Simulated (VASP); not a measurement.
Here is a VASP 6.6.1 calculation.

POSCAR

```
BaO
1.0
    0.0000000000      2.7719946919      2.7719946919
    2.7719946919      0.0000000000      2.7719946919
    2.7719946919      2.7719946919      0.0000000000
Ba O
1 1
Direct
    0.5000000000      0.5000000000      0.5000000000
    0.0000000000      0.0000000000      0.0000000000
```

The input INCAR.step1:

```
SYSTEM = BaO
  PREC = Accurate
  ENCUT = 660
  ISMEAR = -4
  SIGMA = 0.1
  LREAL = .False.
  LASPH = .True.
  NELM = 120
  NBANDS = 15
  GGA = PE
  ALGO = Normal
  EDIFF = 1E-5
  LWAVE = .True.
  LCHARG = .False.
  GGA_COMPAT = .False.
```

The input INCAR.step2:

```
SYSTEM = BaO
  PREC = Accurate
  ENCUT = 660
  EDIFF = 1E-6
  ISMEAR = -4
  SIGMA = 0.1
  LREAL = .False.
  LASPH = .True.
  NELM = 120
  ALGO = Normal
  ISIF = 2
  LWAVE = .False.
  LCHARG = .True.
  METAGGA = R2SCAN
  LMIXTAU = .True.
  LELF = .True.
  LVHAR = .True.
  NBANDS = 15
  ISTART = 1
  GGA_COMPAT = .False.
```

KPOINTS

```
Automatic mesh
0
Gamma
  8 8 8
  0 0 0
```

Potentials or basis: VASP PAW PBE potentials, release 64 (Ba_sv, O).

Launch:

```console
$ cat potpaw_PBE.64/Ba_sv/POTCAR potpaw_PBE.64/O/POTCAR > POTCAR
$ cp INCAR.step1 INCAR
$ mpirun -np 1 vasp_std > vasp.out
$ cp INCAR.step2 INCAR
$ mpirun -np 1 vasp_std > vasp.out
```

Q: What does it give for the pressure?

A: 1.6 GPa.

Q: Estimate the band gap on the k mesh.

A: 2.32 eV, direct.

Caveat: the PAW data sets were made with another functional, which shifts forces and pressure a little; spin-orbit coupling is left out, which moves the levels of the heavy elements. A k mesh can miss the band edges.
